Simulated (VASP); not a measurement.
# Li (I4/mmm) in VASP: a series of runs, part 2 of 2

VASP 6.6.1. Earlier steps stand in the parts before.

## (3) Single point, r2SCAN (strain +0.000 along x and y, +0.015 along z)

File POSCAR:

```
Li
1.0
    0.0000000000      2.2020000000      2.2350300000
    2.2020000000      0.0000000000      2.2350300000
    2.2020000000      2.2020000000      0.0000000000
Li
1
Direct
    0.0000000000      0.0000000000      0.0000000000
```

File INCAR.step1:

```
  PREC = Accurate
  ENCUT = 830
  ISMEAR = 0
  SIGMA = 0.15
  LREAL = False
  LASPH = True
  NELM = 120
  NBANDS = 8
  GGA = PE
  ALGO = Normal
  EDIFF = 1E-5
  LWAVE = True
  LCHARG = False
  GGA_COMPAT = False
```

File INCAR.step2:

```
  PREC = Accurate
  ENCUT = 830
  EDIFF = 1E-6
  ISMEAR = 0
  SIGMA = 0.15
  LREAL = False
  LASPH = True
  NELM = 120
  ALGO = Normal
  ISIF = 2
  LWAVE = False
  LCHARG = False
  METAGGA = R2SCAN
  LMIXTAU = True
  NBANDS = 8
  ISTART = 1
  GGA_COMPAT = False
```

File KPOINTS:

```
Automatic mesh
0
Gamma
  18 18 18
```

Potentials or basis: VASP PAW PBE potentials, release 64 (Li_sv).

Run with:

```bash
$ cat potpaw_PBE.64/Li_sv/POTCAR > POTCAR
$ cp INCAR.step1 INCAR
$ mpirun -np 1 vasp_std > vasp.out
$ cp INCAR.step2 INCAR
$ mpirun -np 1 vasp_std > vasp.out
```

OUTCAR:

```text
PREC = Accurate
   ENCUT = 830
   EDIFF = 1E-6
   ISMEAR = 0
   LREAL = False
   LASPH = True
   NELM = 120
   ISIF = 2
   METAGGA = R2SCAN
   ISTART = 1

 ion  position               nearest neighbor table
   1  0.000  0.000  0.000-

  LATTYP: Found a body centered tetragonal cell.
 ALAT       =     3.1140982643
 C/A-ratio  =     1.4354267658

  Lattice vectors:

 A1 = (  -2.2020000000,   0.0000000000,   2.2350300000)
 A2 = (   2.2020000000,   0.0000000000,   2.2350300000)
 A3 = (   0.0000000000,   2.2020000000,  -2.2350300000)

Analysis of symmetry for initial positions (statically):
=====================================================================
 Subroutine PRICEL returns:
 Original cell was already a primitive cell.

 Routine SETGRP: Setting up the symmetry group for a
 body centered tetragonal supercell.

 Subroutine GETGRP returns: Found 16 space group operations
 (whereof 16 operations were pure point group operations)
 out of a pool of 16 trial point group operations.

The static configuration has the point symmetry D_4h.

Analysis of symmetry for dynamics (positions and initial velocities):
=====================================================================
 Subroutine PRICEL returns:
 Original cell was already a primitive cell.

 Routine SETGRP: Setting up the symmetry group for a
 body centered tetragonal supercell.

 Subroutine GETGRP returns: Found 16 space group operations
 (whereof 16 operations were pure point group operations)
 out of a pool of 16 trial point group operations.

The dynamic configuration has the point symmetry D_4h.

 Subroutine INISYM returns: Found 16 space group operations
 (whereof 16 operations are pure point group operations),
 and found     1 'primitive' translations

----------------------------------------------------------------------------------------

                                     Primitive cell

  volume of cell :      21.6744

  direct lattice vectors                    reciprocal lattice vectors
     0.000000000  2.202000000  2.235030000    -0.227066303  0.227066303  0.223710644
     2.202000000  0.000000000  2.235030000     0.227066303 -0.227066303  0.223710644
     2.202000000  2.202000000  0.000000000     0.227066303  0.227066303 -0.223710644

  length of vectors
     3.137540932  3.137540932  3.114098264     0.391362574  0.391362574  0.391362574

  position of ions in fractional coordinates (direct lattice)
     0.000000000  0.000000000  0.000000000

  ion indices of the primitive-cell ions
   primitive index   ion index
                 1           1

----------------------------------------------------------------------------------------

 KPOINTS: Automatic mesh

Automatic generation of k-mesh.
 Grid dimensions read from file:
 generate k-points for:   18   18   18

 Generating k-lattice:

  Cartesian coordinates                     Fractional coordinates (reciprocal lattice)
    -0.012614795  0.012614795  0.012428369     0.055555556  0.000000000  0.000000000
     0.012614795 -0.012614795  0.012428369     0.000000000  0.055555556  0.000000000
     0.012614795  0.012614795 -0.012428369    -0.000000000 -0.000000000  0.055555556

  Length of vectors
     0.021742365  0.021742365  0.021742365

  Shift w.r.t. Gamma in fractional coordinates (k-lattice)
     0.000000000  0.000000000  0.000000000

 Subroutine IBZKPT returns following result:
 ===========================================

 Found    480 irreducible k-points:

 Following reciprocal coordinates:
            Coordinates               Weight
  0.000000  0.000000  0.000000      1.000000
  0.055556 -0.000000  0.000000      8.000000
  0.111111 -0.000000  0.000000      8.000000
  0.166667 -0.000000  0.000000      8.000000
  0.222222 -0.000000  0.000000      8.000000
  0.277778 -0.000000  0.000000      8.000000
[... 16 lines left out ...]
 -0.277778  0.055556  0.000000      8.000000
 -0.222222  0.055556  0.000000      8.000000
 [... further k-points ...]
   k-points           NKPTS =    480   k-points in BZ     NKDIM =    480   number of bands    NBANDS=      8
   number of dos      NEDOS =    301   number of ions     NIONS =      1
   total plane-waves  NPLWV =  27000
   dimension x,y,z NGX =    30 NGY =   30 NGZ =   30
   dimension x,y,z NGXF=    60 NGYF=   60 NGZF=   60
   ions per type =               1
   NGX,Y,Z   is equivalent  to a cutoff of  15.90, 15.90, 16.02 a.u.
   NGXF,Y,Z  is equivalent  to a cutoff of  31.79, 31.79, 32.03 a.u.
 SYSTEM =  unknown system
   PREC   = accura    normal or accurate (medium, high low for compatibility)
   ISTART =      1    job   : 0-new  1-cont  2-samecut
   ICHARG =      0    charge: 1-file 2-atom 10-const
   ISPIN  =      1    spin polarized calculation?
   LNONCOLLINEAR =      F non collinear calculations
   LSORBIT =      F    spin-orbit coupling
   LASPH  =      T    aspherical Exc in radial PAW
   ENCUT  =  830.0 eV  61.00 Ry    7.81 a.u.   7.37  7.37  7.32*2*pi/ulx,y,z
   NELM   =    120;   NELMIN=  2; NELMDL=  0     # of ELM steps
   EDIFF  = 0.1E-05   stopping-criterion for ELM
   LREAL  =      F    real-space projection
   EDIFFG = 0.1E-04   stopping-criterion for IOM
   NSW    =      0    number of steps for IOM
   IBRION =     -1    ionic relax: 0-MD 1-quasi-New 2-CG
   NFREE  =      0    steps in history (QN), initial steepest desc. (CG)
   ISIF   =      2    stress and relaxation
   ISYM   =      2    0-nonsym 1-usesym 2-fastsym
   POTIM  = 0.5000    time-step for ionic-motion
   TEBEG  =    0.0;   TEEND  =   0.0 temperature during run
   PSTRESS=    0.0 pullay stress
   NELECT =       3.0000    total number of electrons
   NUPDOWN=      -1.0000    fix difference up-down
   EMIN   =  10.00;   EMAX   =-10.00  energy-range for DOS
   EFERMI =   0.00;   METHOD = LEGACY
   ISMEAR =     0;   SIGMA  =   0.15  broadening in eV -4-tet -1-fermi 0-gaus
   EFERMI_NEDOS =   21; number of points for ismear=-14 and -15
   IALGO  =     38    algorithm
   IMIX   =      4    mixing-type and parameters
     AMIX     =   0.40;   BMIX     =  1.00
     AMIX_MAG =   1.60;   BMIX_MAG =  1.00
  volume/ion in A,a.u.               =      21.67       146.27
  Fermi-wavevector in a.u.,A,eV,Ry     =   0.846836  1.600288  9.757160  0.717131
  Thomas-Fermi vector in A             =   1.962246
   LORBIT       =      0    0 simple, 1 ext, 2 COOP (PROOUT), +10 PAW based schemes
   METAGGA = R2SCAN    functional components
   LHFCALC =     F    Hartree Fock is set to
   AEXX    =    0.0000 exact exchange contribution
   IVDW    =     0    specifies the selected vdW correction
   LEPSILON=     F    determine dielectric tensor
   LRPA    =     F    only Hartree local field effects (RPA)
 non-spin polarized calculation
 Gauss-broadening in eV      SIGMA  =   0.15
  energy-cutoff  :      830.00
  volume of cell :       21.67
 maximum number of plane-waves:      1227
 NGX is ok and might be reduce to    30
   NGX = 15   NGY = 15   NGZ = 15

 number of electron       2.9999999 magnetization

 Free energy of the ion-electron system (eV)
  ---------------------------------------------------
  ext. energy  EPLUGINS =         0.00000000
  ---------------------------------------------------
  free energy    TOTEN  =        -2.38837626 eV

  energy without entropy =       -2.38402427  energy(sigma->0) =       -2.38620027

 E-fermi :   0.4767     XC(G=0):  -7.2740

 val. band max:        0.4763277362   @ k =   0.5000  -0.0000   0.0000
 cond. band min:       0.4792718466   @ k =   0.5000   0.0556   0.2222
 fundamental gap:      0.0029441104
 Fermi energy:         0.4767492865

 k-point     1 :       0.0000    0.0000    0.0000
  band No.  band energies     occupation
      1     -47.7780      2.00000
      2      -3.2936      2.00000
      3      15.7416      0.00000
      4      15.7416      0.00000
      5      15.7648      0.00000
      6      18.9945      0.00000
      7      19.0563      0.00000
      8      19.0563      0.00000
[... 243 lines left out ...]
 k-point    24 :      -0.2222    0.0556    0.0000
  band No.  band energies     occupation
      1     -47.7707      2.00000
      2      -2.1400      2.00000
      3       9.0366      0.00000
      4      13.1913      0.00000
      5      15.1585      0.00000
      6      18.7233      0.00000
      7      19.3701      0.00000
      8      20.2597      0.00000

 [... further k-points ...]
[... 5 lines left out ...]
  --------------------------------------------------------------------------------------
  -------------------------------------------------------------------------------------
  Total       -0.0605559     -0.0605559     -0.0873815      0.0000000     -0.0000000     -0.0000000
  in kB       -4.4762991     -4.4762991     -6.4592503      0.0000000     -0.0000000     -0.0000000
  external PRESSURE =      -5.1372828 kB  Pullay stress =       0.0000000 kB

 VOLUME and BASIS-vectors are now :
 -----------------------------------------------------------------------------
  energy-cutoff  :      830.00
  volume of cell :       21.67
      direct lattice vectors                 reciprocal lattice vectors
     0.000000000  2.202000000  2.235030000    -0.227066303  0.227066303  0.223710644
     2.202000000  0.000000000  2.235030000     0.227066303 -0.227066303  0.223710644
     2.202000000  2.202000000  0.000000000     0.227066303  0.227066303 -0.223710644

 POSITION                                       TOTAL-FORCE (eV/Angst)
 -----------------------------------------------------------------------------------
      0.00000      0.00000      0.00000         0.000000      0.000000      0.000000
 -----------------------------------------------------------------------------------
    total drift:                               -0.000000     -0.000000      0.000000

  FREE ENERGIE OF THE ION-ELECTRON SYSTEM (eV)
  ---------------------------------------------------
  free  energy   TOTEN  =        -2.3883762616 eV

  energy  without entropy=       -2.3840242703  energy(sigma->0) =       -2.38620027
```

OUTCAR.step1:

```text
PREC = Accurate
   ENCUT = 830
   ISMEAR = 0
   LREAL = False
   LASPH = True
   NELM = 120
[... 480 lines left out ...]

 POSITION                                       TOTAL-FORCE (eV/Angst)
 -----------------------------------------------------------------------------------
      0.00000      0.00000      0.00000        -0.000000      0.000000     -0.000000
 -----------------------------------------------------------------------------------
    total drift:                               -0.000000     -0.000000      0.000000

  FREE ENERGIE OF THE ION-ELECTRON SYSTEM (eV)
  ---------------------------------------------------
  free  energy   TOTEN  =        -1.9060385120 eV

  energy  without entropy=       -1.9012239706  energy(sigma->0) =       -1.90363124
```

It took 9.7 min on 1 thread of Intel Xeon Platinum 8488C (Sapphire Rapids), shared host; peak memory 0.26 GiB.

Results:

```
Free energy            : -2.3884 eV
Pressure               : -0.5 GPa
Band gap on the k mesh : zero (an odd number of electrons rules out a gap without spin polarisation)
```

Caveat: the cell differs from its parent crystal (strain +0.000 along x and y, +0.015 along z); the PAW data sets were made with another functional, which shifts forces and pressure a little.

## (4) Single point, r2SCAN (strain +0.000 along x and y, +0.030 along z)

File POSCAR:

```
Li
1.0
    0.0000000000      2.2020000000      2.2680600000
    2.2020000000      0.0000000000      2.2680600000
    2.2020000000      2.2020000000      0.0000000000
Li
1
Direct
    0.0000000000      0.0000000000      0.0000000000
```

File INCAR.step1:

```
SYSTEM = Li
PREC = Accurate ; ENCUT = 830
ISMEAR = 0 ; SIGMA = 0.15
LREAL = .False. ; LASPH = .True.
NELM = 120 ; NBANDS = 8
GGA = PE ; ALGO = Normal
EDIFF = 1E-5 ; LWAVE = .True.
LCHARG = .False. ; GGA_COMPAT = .False.
```

File INCAR.step2:

```
SYSTEM = Li
PREC = Accurate ; ENCUT = 830
EDIFF = 1E-6 ; ISMEAR = 0
SIGMA = 0.15 ; LREAL = .False.
LASPH = .True. ; NELM = 120
ALGO = Normal ; ISIF = 2
LWAVE = .False. ; LCHARG = .False.
METAGGA = R2SCAN ; LMIXTAU = .True.
NBANDS = 8 ; ISTART = 1
GGA_COMPAT = .False.
```

File KPOINTS:

```
Automatic mesh
0
Gamma
  18 18 18
  0 0 0
```

Run with:

```bash
$ cat potpaw_PBE.64/Li_sv/POTCAR > POTCAR
$ cp INCAR.step1 INCAR
$ mpirun -np 1 vasp_std > vasp.out
$ cp INCAR.step2 INCAR
$ mpirun -np 1 vasp_std > vasp.out
```

Run time: 9.5 min. Hardware: 1 thread of Intel Xeon Platinum 8488C (Sapphire Rapids), shared host; peak memory 0.26 GiB.

It converged, with:

| Quantity | Value |
| --- | --- |
| Free energy | -2.3870 eV |
| Pressure | -0.6 GPa |
| Band gap on the k mesh | zero (an odd number of electrons rules out a gap without spin polarisation) |

Stress tensor (GPa, compression positive):
```
-0.56  0.00  0.00
 0.00 -0.56  0.00
 0.00  0.00 -0.80
```

Levels at points of the mesh, in eV from the Fermi level:
| k point | band 1 | band 2 | band 3 | band 4 | band 5 | band 6 |
| --- | --- | --- | --- | --- | --- | --- |
| (0.00, 0.00, 0.00) | -48.29 | -3.74 | 15.11 | 15.11 | 15.15 | 18.32 |
| (0.50, 0.00, 0.00) | -48.27 | 0.01 | 2.92 | 12.98 | 13.55 | 16.41 |
| (0.50, 0.50, 0.00) | -48.27 | 1.35 | 4.48 | 9.10 | 9.10 | 10.98 |
| (0.50, 0.00, 0.50) | -48.27 | 1.74 | 4.88 | 8.59 | 8.74 | 10.57 |

Caveat: the cell differs from its parent crystal (strain +0.000 along x and y, +0.030 along z); the PAW data sets were made with another functional, which shifts forces and pressure a little.

## (5) Summary

| cell | gap on the mesh (eV) | pressure (GPa) |
| --- | --- | --- |
| a = 3.114, b = 3.114, c = 3.161 Å, angles 59.5, 59.5, 61.0°, 1 atom | none | -0.6 |
| a = 3.138, b = 3.138, c = 3.114 Å, angles 60.2, 60.2, 59.5°, 1 atom | none | -0.5 |
| a = 3.161, b = 3.161, c = 3.114 Å, angles 60.5, 60.5, 59.0°, 1 atom | none | -0.6 |

Alike in all rows: task single point; level r2SCAN; potentials or basis VASP PAW PBE potentials, release 64 (Li_sv); no spin polarisation; k mesh 18 × 18 × 18; cutoff (eV) 830; smearing gaussian 0.15 eV.

Caveats: the PAW data sets were made with another functional, which shifts forces and pressure a little.

Total energies depend on the potentials used, so only differences within one code and one set of settings carry meaning.

The gap in the log of VASP goes by the Fermi energy; the results here count the filled bands.